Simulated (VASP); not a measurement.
# Si (a cell with a defect) in VASP: single point with LDA

Aim: the single point of Si (a cell with a defect) with LDA.

All numbers are computed with VASP 6.6.1; they aren't measurements. Logs are shortened: lines on timing, memory, paths and dates and some standing lists are left out, and cuts for length are marked.

### Step 1. The cell of the first run

The cell holds a defect, 63 atoms: a = 10.860 Å, b = 10.860 Å, c = 10.860 Å, α = 90.00°, β = 90.00°, γ = 90.00°.

### Step 2. Single point, LDA, collinear spin, zero start

Contents of INCAR:

```
SYSTEM = Si
ALGO = Normal
EDIFF = 1E-6
ENCUT = 520
GGA = CA
ISIF = 2
ISMEAR = -1
ISPIN = 2
LASPH = .True.
LCHARG = .False.
LORBIT = 11
LREAL = Auto
LWAVE = .False.
MAGMOM = 0 0 0 0 0 0 0 0 0 0 0 0 0 0 0 0 0 0 0 0 0 0 0 0 0 0 0 0 0 0 0 0 0 0 0 0 0 0 0 0 0 0 0 0 0 0 0 0 0 0 0 0 0 0 0 0 0 0 0 0 0 0 0
NBANDS = 167
NELECT = 251.0
NELM = 150
PREC = Accurate
SIGMA = 0.05
```

Contents of KPOINTS:

```
k-points
0
Gamma
  1 1 1
  0 0 0
```

Contents of POSCAR:

```
Si
1.0
   10.8600000000      0.0000000000      0.0000000000
    0.0000000000     10.8600000000      0.0000000000
    0.0000000000      0.0000000000     10.8600000000
Si
63
Direct
    0.5016742173     -0.0003213628     -0.0006469613
    0.6257004604      0.1248255064      0.1247258748
    0.7506908840      0.2494491713     -0.0002713628
    0.8753480663      0.3760770718      0.1226848987
    0.7510773481     -0.0003283610      0.2487369245
    0.8753249540      0.1248845304      0.3747262431
   -0.0048616022     -0.0053842541      0.0007309392
    0.1238476059      0.1233139963      0.1235773481
    0.2512209024      0.2506810313     -0.0003579190
    0.3790403315      0.3785044199      0.1248983425
    0.5025436464      0.5020150092     -0.0034707182
    0.7216783610      0.7211831492      0.0287262431
    0.8673521179      0.8668181400      0.1253894107
    0.2505581952     -0.0004252302      0.2507118785
    0.3762575506      0.1254309392      0.3741758748
    0.5014551565      0.2508547882      0.2489834254
    0.6255293738      0.3784787293      0.3714378453
    0.7539636280      0.5019286372      0.2479833333
    0.8753424494      0.6272210866      0.3738510129
    0.4997241252     -0.0004251381      0.4998744015
    0.6268557090      0.1233118785      0.6266045120
    0.7507952118      0.2506602210      0.4992337017
    0.8753262431      0.3751601289      0.6250157459
    0.7496985267     -0.0053832413      0.7553061694
    0.8749840700      0.1232049724      0.8754514733
    0.0001893186      0.5011710866     -0.0006456722
    0.1253354512      0.6251853591      0.1247305709
    0.2499611418      0.7501812155     -0.0002599448
    0.3765919890      0.8748368324      0.1227018416
    0.0001069061      0.2500412523      0.2506973297
    0.1259592081      0.3757439227      0.3741683241
    0.2513823204      0.5009254144      0.2489627072
    0.3790554328      0.6249941068      0.3713662983
    0.5025406077      0.7534008287      0.2478774401
    0.6277337017      0.8748319521      0.3738278085
   -0.0001175875     -0.0006351750      0.5003968692
    0.1253293738      0.1248207182      0.6250971455
    0.2505348066      0.2500217311      0.4998961326
    0.3762516575      0.3757473297      0.6244787293
    0.5014480663      0.5009366483      0.4990544199
    0.6256939227      0.6251864641      0.6250921731
    0.7506797422      0.7501839779      0.5004647330
    0.8749739411      0.8744737569      0.6267026703
    0.2500332413     -0.0006419890      0.7505342541
    0.3756947514      0.1248895948      0.8750967772
    0.4997299263      0.2500529466      0.7503278085
    0.6277410681      0.3760947514      0.8750879374
    0.7510797422      0.5011575506      0.7502228361
    0.8673515654      0.6245322284      0.8830646409
    0.0001942910      0.7505549724      0.2487663904
    0.1254196133      0.8747942910      0.3747521179
    0.0001016575      0.4992083794      0.4998731123
    0.1238455801      0.6263354512      0.6265940147
    0.2512271639      0.7502441989      0.4992091160
    0.3756962247      0.8747826888      0.6250171271
   -0.0001108656      0.2495131676      0.7505575506
    0.1254143646      0.3751752302      0.8751288214
    0.2505554328      0.4992081031      0.7503439227
    0.3765957643      0.6272106814      0.8751040516
    0.5016730203      0.7505499079      0.7502496317
    0.6250428177      0.8668200737      0.8830960405
   -0.0048564457      0.7491966851      0.7552802026
    0.1237313996      0.8744702578      0.8754441068
```

Potentials or basis: VASP PAW LDA potentials, release 64 (Si).

The run is started by

```bash
cat potpaw_LDA.64/Si/POTCAR > POTCAR
mpirun -np 1 vasp_gam > vasp.out
```

OUTCAR:

```text
SYSTEM = Si
   EDIFF = 1E-6
   ENCUT = 520
   GGA = CA
   ISIF = 2
   ISMEAR = -1
   ISPIN = 2
   LASPH = .True.
   LORBIT = 11
   LREAL = Auto
   NELECT = 251.0
   NELM = 150
   PREC = Accurate

 ion  position               nearest neighbor table
   1  0.502  1.000  0.999-  61 2.34  29 2.34   2 2.35  45 2.35
   2  0.626  0.125  0.125-  16 2.35   5 2.35   1 2.35   3 2.35
   3  0.751  0.249  1.000-  47 2.35   4 2.35   2 2.35  25 2.35
   4  0.875  0.376  0.123-  18 2.34  26 2.34   3 2.35  30 2.38
   5  0.751  1.000  0.249-  13 2.34  35 2.34   2 2.35   6 2.35
   6  0.875  0.125  0.375-  30 2.34  22 2.35   5 2.35  36 2.36
   7  0.995  0.995  0.001-  25 2.35  63 2.35  13 2.38   8 2.38
   8  0.124  0.123  0.124-  14 2.37  30 2.37   9 2.37   7 2.38
   9  0.251  0.251  1.000-  45 2.35  57 2.35   8 2.37  10 2.39
  10  0.379  0.379  0.125-  32 2.35  16 2.35  11 2.35   9 2.39
  11  0.503  0.502  0.997-  47 2.34  59 2.34  10 2.35
  12  0.722  0.721  0.029-  61 2.47  13 2.47  49 2.47
  13  0.867  0.867  0.125-   5 2.34  50 2.34   7 2.38  12 2.47
  14  0.251  1.000  0.251-  51 2.34  15 2.35   8 2.37  29 2.38
  15  0.376  0.125  0.374-  14 2.35  20 2.35  16 2.36  38 2.36
  16  0.501  0.251  0.249-  10 2.35  17 2.35   2 2.35  15 2.36
  17  0.626  0.378  0.371-  16 2.35  40 2.35  18 2.35  22 2.39
[... 44 lines left out ...]
  62  0.995  0.749  0.755-  43 2.35  63 2.35  49 2.38  53 2.38
  63  0.124  0.874  0.875-  62 2.35   7 2.35  28 2.35  44 2.36

  LATTYP: Found a simple cubic cell.
 ALAT       =    10.8600000000

  Lattice vectors:

 A1 = (  10.8600000000,   0.0000000000,   0.0000000000)
 A2 = (   0.0000000000,  10.8600000000,   0.0000000000)
 A3 = (   0.0000000000,   0.0000000000,  10.8600000000)

Analysis of symmetry for initial positions (statically):
=====================================================================
 Subroutine PRICEL returns:
 Original cell was already a primitive cell.

 Routine SETGRP: Setting up the symmetry group for a
 simple cubic supercell.

 Subroutine GETGRP returns: Found  1 space group operations
 (whereof  1 operations were pure point group operations)
 out of a pool of 48 trial point group operations.

The static configuration has the point symmetry C_1 .

Analysis of symmetry for dynamics (positions and initial velocities):
=====================================================================
 Subroutine PRICEL returns:
 Original cell was already a primitive cell.

 Routine SETGRP: Setting up the symmetry group for a
 simple cubic supercell.

 Subroutine GETGRP returns: Found  1 space group operations
 (whereof  1 operations were pure point group operations)
 out of a pool of 48 trial point group operations.

The dynamic configuration has the point symmetry C_1 .

Analysis of structural, dynamic, and magnetic symmetry:
=====================================================================
 Subroutine PRICEL returns:
 Original cell was already a primitive cell.

 Routine SETGRP: Setting up the symmetry group for a
 simple cubic supercell.

 Subroutine GETGRP returns: Found  1 space group operations
 (whereof  1 operations were pure point group operations)
 out of a pool of 48 trial point group operations.

The overall configuration has the point symmetry C_1 .

 Subroutine INISYM returns: Found  1 space group operations
 (whereof  1 operations are pure point group operations),
 and found     1 'primitive' translations

----------------------------------------------------------------------------------------

                                     Primitive cell

  volume of cell :    1280.8241

[... 176 lines left out ...]
 SYSTEM =  Si
   PREC   = accura    normal or accurate (medium, high low for compatibility)
   ISTART =      0    job   : 0-new  1-cont  2-samecut
   ICHARG =      2    charge: 1-file 2-atom 10-const
   ISPIN  =      2    spin polarized calculation?
   LNONCOLLINEAR =      F non collinear calculations
   LSORBIT =      F    spin-orbit coupling
   LASPH  =      T    aspherical Exc in radial PAW
   ENCUT  =  520.0 eV  38.22 Ry    6.18 a.u.  20.19 20.19 20.19*2*pi/ulx,y,z
   NELM   =    150;   NELMIN=  2; NELMDL= -5     # of ELM steps
   EDIFF  = 0.1E-05   stopping-criterion for ELM
   LREAL  =      T    real-space projection
   EDIFFG = 0.1E-04   stopping-criterion for IOM
   NSW    =      0    number of steps for IOM
   IBRION =     -1    ionic relax: 0-MD 1-quasi-New 2-CG
   NFREE  =      0    steps in history (QN), initial steepest desc. (CG)
   ISIF   =      2    stress and relaxation
   ISYM   =      2    0-nonsym 1-usesym 2-fastsym
   POTIM  = 0.5000    time-step for ionic-motion
   TEBEG  =    0.0;   TEEND  =   0.0 temperature during run
   PSTRESS=    0.0 pullay stress
   NELECT =     251.0000    total number of electrons
   NUPDOWN=      -1.0000    fix difference up-down
   EMIN   =  10.00;   EMAX   =-10.00  energy-range for DOS
   EFERMI =   0.00;   METHOD = LEGACY
   ISMEAR =    -1;   SIGMA  =   0.05  broadening in eV -4-tet -1-fermi 0-gaus
   EFERMI_NEDOS =   21; number of points for ismear=-14 and -15
   IALGO  =     38    algorithm
   IMIX   =      4    mixing-type and parameters
     AMIX     =   0.40;   BMIX     =  1.00
     AMIX_MAG =   1.60;   BMIX_MAG =  1.00
  volume/ion in A,a.u.               =      20.33       137.20
  Fermi-wavevector in a.u.,A,eV,Ry     =   0.950903  1.796946 12.302614  0.904217
  Thomas-Fermi vector in A             =   2.079323
   LORBIT       =     11    0 simple, 1 ext, 2 COOP (PROOUT), +10 PAW based schemes
   GGA     = CA    functional components
   LHFCALC =     F    Hartree Fock is set to
   AEXX    =    0.0000 exact exchange contribution
   IVDW    =     0    specifies the selected vdW correction
   LEPSILON=     F    determine dielectric tensor
   LRPA    =     F    only Hartree local field effects (RPA)
 spin polarized calculation
  energy-cutoff  :      520.00
  volume of cell :     1280.82
 maximum number of plane-waves:     17229
 NGX is ok and might be reduce to    84
   NGX = 41   NGY = 41   NGZ = 41

 number of electron     250.9999982 magnetization      -0.0000945

 number of electron     250.9999983 magnetization       0.0000127

 Free energy of the ion-electron system (eV)
  ---------------------------------------------------
  ext. energy  EPLUGINS =         0.00000000
  ---------------------------------------------------
  free energy    TOTEN  =      -371.37341950 eV

  energy without entropy =     -371.22402784  energy(sigma->0) =     -371.29872367

 E-fermi :   6.0744     XC(G=0):  -9.5295

 val. band max:        5.3639977561   @ k =   0.0000   0.0000   0.0000
 cond. band min:       6.1383001529   @ k =   0.0000   0.0000   0.0000
 fundamental gap:      0.7743023968
 Fermi energy:         6.0744102582

 spin component 1

 k-point     1 :       0.0000    0.0000    0.0000
  band No.  band energies     occupation
      1      -6.2479      1.00000
      2      -5.2112      1.00000
      3      -5.2112      1.00000
      4      -5.1918      1.00000
      5      -5.1918      1.00000
      6      -5.1663      1.00000
[... 129 lines left out ...]
    136       6.7288      0.00000
    137       6.7877      0.00000
 Fermi energy:         6.0744102582

 spin component 2

 k-point     1 :       0.0000    0.0000    0.0000
  band No.  band energies     occupation
      1      -6.2479      1.00000
      2      -5.2112      1.00000
      3      -5.2112      1.00000
      4      -5.1918      1.00000
      5      -5.1918      1.00000
      6      -5.1663      1.00000
[... 129 lines left out ...]
    136       6.7288      0.00000
    137       6.7877      0.00000
 [bands above 137 left out]

------------------------ aborting loop because EDIFF is reached ----------------------------------------

  FORCE on cell =-STRESS in cart. coord.  units (eV):
  Direction    XX          YY          ZZ          XY          YZ          ZX
  --------------------------------------------------------------------------------------
  -------------------------------------------------------------------------------------
  Total      -22.8823667    -22.8683832    -22.8694183     -1.5572089      1.5366098      1.5560072
  in kB      -28.6234546    -28.6059627    -28.6072574     -1.9479059      1.9221386      1.9464027
  external PRESSURE =     -28.6122249 kB  Pullay stress =       0.0000000 kB

 VOLUME and BASIS-vectors are now :
 -----------------------------------------------------------------------------
  energy-cutoff  :      520.00
  volume of cell :     1280.82
      direct lattice vectors                 reciprocal lattice vectors
    10.860000000  0.000000000  0.000000000     0.092081031  0.000000000  0.000000000
     0.000000000 10.860000000  0.000000000     0.000000000  0.092081031  0.000000000
     0.000000000  0.000000000 10.860000000     0.000000000  0.000000000  0.092081031

 POSITION                                       TOTAL-FORCE (eV/Angst)
 -----------------------------------------------------------------------------------
      5.44818     10.85651     10.85297        -0.057072      0.046501     -0.009299
      6.79511      1.35560      1.35452        -0.002160      0.026673      0.001663
      8.15250      2.70902     10.85705        -0.009473     -0.002725      0.010596
      9.50628      4.08420      1.33236         0.030721     -0.040022      0.005358
      8.15670     10.85643      2.70128         0.007980      0.046104      0.055787
      9.50603      1.35625      4.06953         0.018080      0.002331     -0.003222
[... 55 lines left out ...]
     10.80726      8.13628      8.20234         0.068468      0.104939     -0.067183
      1.34372      9.49675      9.50732         0.004059     -0.008313      0.008253
 -----------------------------------------------------------------------------------
    total drift:                               -0.026053     -0.006962      0.012141

  FREE ENERGIE OF THE ION-ELECTRON SYSTEM (eV)
  ---------------------------------------------------
  free  energy   TOTEN  =      -371.3734195034 eV

  energy  without entropy=     -371.2240278401  energy(sigma->0) =     -371.29872367

 total charge

# of ion       s       p       d       tot
------------------------------------------
    1        0.746   0.965   0.000   1.711
    2        0.744   0.965   0.000   1.710
    3        0.745   0.964   0.000   1.709
    4        0.749   0.954   0.000   1.702
    5        0.746   0.965   0.000   1.711
    6        0.746   0.958   0.000   1.704
[... 55 lines left out ...]
   62        0.750   0.940   0.000   1.691
   63        0.745   0.961   0.000   1.706
--------------------------------------------------
tot         47.318  59.490   0.000 106.808

 magnetization (x)

# of ion       s       p       d       tot
------------------------------------------
    1       -0.000  -0.000   0.000  -0.000
    2        0.000  -0.000   0.000  -0.000
    3        0.000  -0.000   0.000   0.000
    4       -0.000  -0.000   0.000  -0.000
    5       -0.000  -0.000   0.000  -0.000
    6        0.000   0.000   0.000   0.000
[... 55 lines left out ...]
   62        0.000   0.000   0.000   0.000
   63        0.000   0.000   0.000   0.000
--------------------------------------------------
tot          0.000   0.000   0.000   0.000
```

Wall time 21 min (1 thread of Intel Xeon 8259CL, shared host); peak memory 0.88 GiB.

Results:

```
Free energy                                           : -371.3734 eV
Largest force                                         : 0.754 eV/Å
Net moment                                            : 0.00 μB per cell
Valence electrons inside the program's atomic spheres : Si 1.71, 1.70, 1.69, 1.65, 1.58, 1.68 (each value once)
```

Forces in eV/Å, atoms in the order of the input:
```
Si  -0.057  0.047 -0.009
Si  -0.002  0.027  0.002
Si  -0.009 -0.003  0.011
Si   0.031 -0.040  0.005
Si   0.008  0.046  0.056
Si   0.018  0.002 -0.003
Si   0.069  0.067 -0.105
Si  -0.012 -0.013  0.092
Si  -0.029 -0.028 -0.050
Si  -0.048 -0.049  0.046
Si  -0.030 -0.031  0.002
Si   0.436  0.434 -0.435
Si  -0.169 -0.168 -0.013
Si   0.010  0.027  0.039
Si  -0.026  0.027  0.027
Si   0.004 -0.017 -0.005
Si  -0.047 -0.048  0.049
Si  -0.003 -0.031  0.032
Si   0.030 -0.005  0.039
Si  -0.039  0.024 -0.009
Si  -0.094 -0.011  0.010
Si   0.051 -0.028  0.028
Si   0.018  0.004 -0.001
Si   0.107  0.066 -0.067
Si  -0.007  0.006  0.007
Si   0.045 -0.055 -0.008
Si   0.024 -0.003  0.004
Si  -0.003 -0.009  0.006
Si  -0.038  0.028  0.005
Si   0.028  0.009  0.041
Si   0.026 -0.026  0.027
Si  -0.019  0.005 -0.005
Si  -0.050 -0.045  0.050
Si  -0.029 -0.002  0.032
Si  -0.006  0.029  0.038
Si   0.029  0.026  0.045
Si  -0.001  0.003 -0.003
Si   0.003 -0.001 -0.001
Si  -0.025 -0.027 -0.027
Si   0.004  0.004  0.017
Si  -0.002 -0.002 -0.027
Si  -0.008 -0.011  0.003
Si  -0.007 -0.007 -0.005
Si  -0.043  0.026 -0.028
Si   0.004  0.001 -0.021
Si  -0.040  0.009 -0.023
Si  -0.006 -0.040 -0.029
Si   0.009 -0.054 -0.045
Si  -0.169  0.012  0.168
Si   0.045  0.009  0.054
Si  -0.002  0.022 -0.004
Si   0.029 -0.041 -0.009
Si  -0.011 -0.092  0.013
Si  -0.028  0.050  0.028
Si   0.004  0.021 -0.002
Si   0.028 -0.045 -0.026
Si  -0.002  0.004 -0.022
Si   0.010 -0.039 -0.026
Si  -0.038 -0.005 -0.029
Si  -0.057  0.009 -0.047
Si   0.012 -0.167  0.167
Si   0.068  0.105 -0.067
Si   0.004 -0.008  0.008
```

Caveat: the k points lie up to 0.58 Å⁻¹ apart; the cell carries a net charge on a neutralising background, which shifts energy and pressure; the cell is charged against a uniform background, so pressure and absolute levels hang on convention; no moment was typed at the start, so none could form.
